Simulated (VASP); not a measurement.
# C in VASP: relaxation of cell and atoms with LDA

Aim: the relaxation of cell and atoms of C with LDA.

Everything below comes from runs of VASP 6.6.1. Logs are shortened: lines on timing, memory, paths and dates and some standing lists are left out, and cuts for length are marked.

### Step 1. The cell of the first run

The cell holds a slab with vacuum, 4 atoms: a = 2.456 Å, b = 2.456 Å, c = 24.134 Å, α = 90.00°, β = 90.00°, γ = 120.00°.

### Step 2. Relaxation of cell and atoms, LDA

INCAR reads:

```
SYSTEM = C
  PREC = Accurate
  ENCUT = 1300
  EDIFF = 1E-7
  ISMEAR = 1
  SIGMA = 0.2
  LREAL = .FALSE.
  LASPH = .TRUE.
  NELM = 120
  ALGO = Normal
  ISIF = 3
  LWAVE = .FALSE.
  LCHARG = .FALSE.
  GGA = CA
  IBRION = 2
  NSW = 80
  EDIFFG = -0.01
  GGA_COMPAT = .FALSE.
  NELMIN = 4
```

KPOINTS reads:

```
regular mesh
0
G
  6 6 1
  0 0 0
```

POSCAR reads:

```
C
1.0
    2.4562280000      0.0000000000      0.0000000000
   -1.2281140000      2.1271550000      0.0000000000
    0.0000000000      0.0000000000     24.1339600000
C
4
Direct
    0.0000000000      0.0000000000      0.5704690000
    0.0000000000      0.0000000000      0.4295310000
    0.3333333333      0.6666666667      0.4295250000
    0.6666666667      0.3333333333      0.5704750000
```

Potentials or basis: VASP PAW LDA potentials, release 64 (C_h).

Started as:

```bash
$ cat potpaw_LDA.64/C_h/POTCAR > POTCAR
$ mpirun -np 1 vasp_std > vasp.out
```

OUTCAR:

```text
SYSTEM = C
   PREC = Accurate
   ENCUT = 1300
   EDIFF = 1E-7
   ISMEAR = 1
   LREAL = .FALSE.
   LASPH = .TRUE.
   NELM = 120
   ISIF = 3
   GGA = CA
   IBRION = 2
   NSW = 80
   EDIFFG = -0.01
   NELMIN = 4

 ion  position               nearest neighbor table
   1  0.000  0.000  0.570-   4 1.42   4 1.42   4 1.42
   2  0.000  0.000  0.430-   3 1.42   3 1.42   3 1.42
   3  0.333  0.667  0.430-   2 1.42   2 1.42   2 1.42
   4  0.667  0.333  0.570-   1 1.42   1 1.42   1 1.42

  LATTYP: Found a hexagonal cell.
 ALAT       =     2.4562280000
 C/A-ratio  =     9.8256187943

  Lattice vectors:

 A1 = (   2.4562280000,   0.0000000000,   0.0000000000)
 A2 = (  -1.2281140000,   2.1271550000,   0.0000000000)
 A3 = (   0.0000000000,   0.0000000000,  24.1339600000)

Analysis of symmetry for initial positions (statically):
=====================================================================
 Subroutine PRICEL returns:
 Original cell was already a primitive cell.

 Routine SETGRP: Setting up the symmetry group for a
 hexagonal supercell.

 Subroutine GETGRP returns: Found 12 space group operations
 (whereof 12 operations were pure point group operations)
 out of a pool of 24 trial point group operations.

The static configuration has the point symmetry D_3d.

Analysis of symmetry for dynamics (positions and initial velocities):
=====================================================================
 Subroutine PRICEL returns:
 Original cell was already a primitive cell.

 Routine SETGRP: Setting up the symmetry group for a
 hexagonal supercell.

 Subroutine GETGRP returns: Found 12 space group operations
 (whereof 12 operations were pure point group operations)
 out of a pool of 24 trial point group operations.

The dynamic configuration has the point symmetry D_3d.

 Subroutine INISYM returns: Found 12 space group operations
 (whereof 12 operations are pure point group operations),
 and found     1 'primitive' translations

----------------------------------------------------------------------------------------

                                     Primitive cell

  volume of cell :     126.0946

  direct lattice vectors                    reciprocal lattice vectors
[... 77 lines left out ...]
   IBRION =      2    ionic relax: 0-MD 1-quasi-New 2-CG
   NFREE  =      1    steps in history (QN), initial steepest desc. (CG)
   ISIF   =      3    stress and relaxation
   ISYM   =      2    0-nonsym 1-usesym 2-fastsym
   POTIM  = 0.5000    time-step for ionic-motion
   TEBEG  =    0.0;   TEEND  =   0.0 temperature during run
   PSTRESS=    0.0 pullay stress
   NELECT =      16.0000    total number of electrons
   NUPDOWN=      -1.0000    fix difference up-down
   EMIN   =  10.00;   EMAX   =-10.00  energy-range for DOS
   EFERMI =   0.00;   METHOD = LEGACY
   ISMEAR =     1;   SIGMA  =   0.20  broadening in eV -4-tet -1-fermi 0-gaus
   EFERMI_NEDOS =   21; number of points for ismear=-14 and -15
   IALGO  =     38    algorithm
   IMIX   =      4    mixing-type and parameters
     AMIX     =   0.40;   BMIX     =  1.00
     AMIX_MAG =   1.60;   BMIX_MAG =  1.00
  volume/ion in A,a.u.               =      31.52       212.73
  Fermi-wavevector in a.u.,A,eV,Ry     =   0.822652  1.554586  9.207823  0.676756
  Thomas-Fermi vector in A             =   1.934024
   LORBIT       =      0    0 simple, 1 ext, 2 COOP (PROOUT), +10 PAW based schemes
   GGA     = CA    functional components
   LHFCALC =     F    Hartree Fock is set to
   AEXX    =    0.0000 exact exchange contribution
   IVDW    =     0    specifies the selected vdW correction
   LEPSILON=     F    determine dielectric tensor
   LRPA    =     F    only Hartree local field effects (RPA)
 conjugate gradient relaxation of ions
 non-spin polarized calculation
 Methfessel and Paxton  Order N= 1 SIGMA  =   0.20
  energy-cutoff  :     1300.00
  volume of cell :      126.09
 maximum number of plane-waves:     13437
 NGX is ok and might be reduce to    30
   NGX = 15   NGY = 15   NGZ =141

--------------------------------------- Ionic step        1  -------------------------------------------

 number of electron      16.0000000 magnetization

 Free energy of the ion-electron system (eV)
  ---------------------------------------------------
  ext. energy  EPLUGINS =         0.00000000
  ---------------------------------------------------
  free energy    TOTEN  =       -40.36279744 eV

  energy without entropy =      -40.35851804  energy(sigma->0) =      -40.36137097

------------------------ aborting loop because EDIFF is reached ----------------------------------------

  FORCE on cell =-STRESS in cart. coord.  units (eV):
  Direction    XX          YY          ZZ          XY          YZ          ZX
  --------------------------------------------------------------------------------------
  -------------------------------------------------------------------------------------
  Total       -0.9946573     -0.9946565     -0.2518137      0.0000000      0.0000000      0.0000000
  in kB      -12.6382709    -12.6382609     -3.1995836      0.0000000      0.0000000      0.0000000
  external PRESSURE =      -9.4920385 kB  Pullay stress =       0.0000000 kB
[... 95 lines left out ...]
  FREE ENERGIE OF THE ION-ELECTRON SYSTEM (eV)
  ---------------------------------------------------
  free  energy   TOTEN  =       -40.3667219804 eV

  energy  without entropy=      -40.3624174374  energy(sigma->0) =      -40.36528713

[... ionic steps 4 to 15 ...]

--------------------------------------- Ionic step       16  -------------------------------------------

 number of electron      16.0000000 magnetization

------------------------ aborting loop because EDIFF is reached ----------------------------------------
[... 71 lines left out ...]
--------------------------------------- Ionic step       18  -------------------------------------------

 number of electron      16.0000000 magnetization

 Free energy of the ion-electron system (eV)
  ---------------------------------------------------
  ext. energy  EPLUGINS =         0.00000000
  ---------------------------------------------------
  free energy    TOTEN  =       -40.37624791 eV

  energy without entropy =      -40.37022731  energy(sigma->0) =      -40.37424104

 E-fermi :  -1.6212     XC(G=0):  -3.5217

 val. band max:       -2.0749010938   @ k =   0.3333   0.3333   0.0000
 cond. band min:      -1.6210209915   @ k =   0.3333   0.3333   0.0000
 fundamental gap:      0.4538801022
 Fermi energy:        -1.6212263706

 k-point     1 :       0.0000    0.0000    0.0000
  band No.  band energies     occupation
      1     -21.1868      2.00000
      2     -20.9471      2.00000
      3     -10.0269      2.00000
      4      -8.7148      2.00000
      5      -4.6139      2.00000
      6      -4.6139      2.00000
      7      -4.5981      2.00000
      8      -4.5981      2.00000
      9       1.9227     -0.00000
     10       2.3947      0.00000
     11       3.0967      0.00000
     12       3.8181      0.00000
[... 119 lines left out ...]
  FREE ENERGIE OF THE ION-ELECTRON SYSTEM (eV)
  ---------------------------------------------------
  free  energy   TOTEN  =       -40.3762479083 eV

  energy  without entropy=      -40.3702273097  energy(sigma->0) =      -40.37424104

 reached required accuracy - stopping structural energy minimisation
```

OSZICAR:

```text
N       E                     dE             d eps       ncg     rms          rms(c)
DAV:   1     0.184724508354E+03    0.18472E+03   -0.96031E+03   168   0.207E+03
DAV:   2    -0.109395432350E+02   -0.19566E+03   -0.18030E+03   272   0.267E+02
DAV:   3    -0.418780077416E+02   -0.30938E+02   -0.30562E+02   248   0.139E+02
DAV:   4    -0.431125902899E+02   -0.12346E+01   -0.98449E+00   216   0.282E+01
[... 259 lines left out ...]
       N       E                     dE             d eps       ncg     rms          rms(c)
DAV:   1    -0.403762544236E+02   -0.33381E-04   -0.33921E-03   184   0.710E-01    0.161E-02
DAV:   2    -0.403762504780E+02    0.39457E-05   -0.36148E-05   196   0.591E-02    0.855E-03
DAV:   3    -0.403762479639E+02    0.25141E-05   -0.88316E-06   200   0.236E-02    0.871E-04
DAV:   4    -0.403762479083E+02    0.55614E-07   -0.38909E-07   208   0.547E-03
  18 F= -.40376248E+02 E0= -.40374241E+02  d E =-.267704E-04
```

CONTCAR:

```text
C
   1.00000000000000
     2.4471725891134208    0.0000000000000000    0.0000000000000000
    -1.2235862945567104    2.1193127936108778    0.0000000000000000
     0.0000000000000000    0.0000000000000000   22.8851060778270217
  C
     4
Direct
     0.0000000000000000    0.0000000000000000    0.5692873683041439
     0.0000000000000000    0.0000000000000000    0.4307126316958562
     0.3333333332999970    0.6666666667000030    0.4305704016514290
     0.6666666667000030    0.3333333332999970    0.5694295983485712

  0.00000000E+00  0.00000000E+00  0.00000000E+00
  0.00000000E+00  0.00000000E+00  0.00000000E+00
  0.00000000E+00  0.00000000E+00  0.00000000E+00
  0.00000000E+00  0.00000000E+00  0.00000000E+00
```

Run time: 6.7 min. Hardware: 1 thread of Intel Xeon 6975P-C (Granite Rapids), shared host; peak memory 0.43 GiB.

What came out:

* Free energy: -40.3762 eV
* Relaxed cell: a = 2.447 Å, b = 2.447 Å, c = 22.885 Å, α = 90.00°, β = 90.00°, γ = 120.00°
* Space group after relaxing (to 0.1 Å): P-3m1 (No. 164)
* Energy gained by relaxing: 3.4 meV/atom
* Ionic steps: 18
* Largest force after relaxing: 0.004 eV/Å
* Band gap on the k mesh: zero (filled and empty bands touch)

Forces in eV/Å, atoms in the order of the input:
```
C    0.000  0.000  0.004
C    0.000  0.000 -0.004
C    0.000  0.000 -0.003
C    0.000  0.000  0.003
```

Step by step:
```csv
step,energy change (eV),largest force (eV/Å),pressure (GPa),volume (Å³)
1,0.0000,0.0701,-0.95,126.09
2,0.0159,0.0566,2.00,122.71
3,-0.0039,0.0509,-0.08,125.05
4,-0.0039,0.0505,-0.06,125.03
5,-0.0048,0.0414,-0.06,124.69
6,-0.0067,0.1226,-0.08,123.67
7,-0.0072,0.2786,-0.10,121.64
8,-0.0076,0.2128,-0.09,122.50
9,-0.0079,0.2085,-0.09,122.39
10,-0.0087,0.1953,-0.09,122.06
11,-0.0101,0.1687,-0.09,121.40
12,-0.0123,0.1144,-0.08,120.08
13,-0.0128,0.0341,-0.04,117.44
14,-0.0132,0.0606,-0.06,118.54
15,-0.0132,0.0584,-0.06,118.45
16,-0.0134,0.0353,0.00,118.54
17,-0.0134,0.0165,0.06,118.61
18,-0.0135,0.0039,0.00,118.69
```

Final structure:
```
CELL_PARAMETERS angstrom
2.44717 0.00000 0.00000
-1.22359 2.11931 0.00000
0.00000 0.00000 22.88511
ATOMIC_POSITIONS crystal
C 0.00000 0.00000 0.56929
C 0.00000 0.00000 0.43071
C 0.33333 0.66667 0.43057
C 0.66667 0.33333 0.56943
```

Caveat: the k points lie up to 0.49 Å⁻¹ apart in the final cell; there is no dipole correction, which matters where the two faces differ; the relaxation moved the vacuum too, so the length across it says nothing of the material.

The gap in the log of VASP goes by the Fermi energy; the results here count the filled bands.